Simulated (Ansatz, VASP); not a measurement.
ZrH4: VASP beside Ansatz

```
Zr H
1.0
     3.35840    0.00000    0.00000
    -1.67920    2.90846    0.00000
     0.00000    0.00000    4.11112
Zr H
1 4
Direct
  0.00000 0.00000 0.50000
  0.33333 0.66667 0.73053
  0.33333 0.66667 0.26947
  0.00000 0.00000 0.00000
  0.66667 0.33333 0.50000
```

Alike in both runs: functional PBE; k mesh 12 × 12 × 8; occupations gaussian, width 0.1 eV; no spin polarisation.

Ansatz relaxed the structure, and its values are those at the end. VASP's run is a single point on that final structure, the one shown.

|  | VASP | Ansatz |
| --- | --- | --- |
| version | VASP 6.6.1 | Ansatz 0.2.0 |
| potentials or method | VASP PAW PBE potentials, release 64 (Zr_sv, H), cutoff 520 eV | scalar-relativistic, plane waves, PAW |
| valence electrons in the cell | 16 | 16 |

Ansatz gave:

| Property | Result |
| --- | --- |
| gap on the k mesh at the Fermi level (eV) | none |
| pressure (GPa) | 0.0 |

What did VASP give for the same quantities?

gap on the k mesh at the Fermi level (eV): none; pressure (GPa): -0.1.

A gap of «none» marks a metal or a gap that the smearing closes.
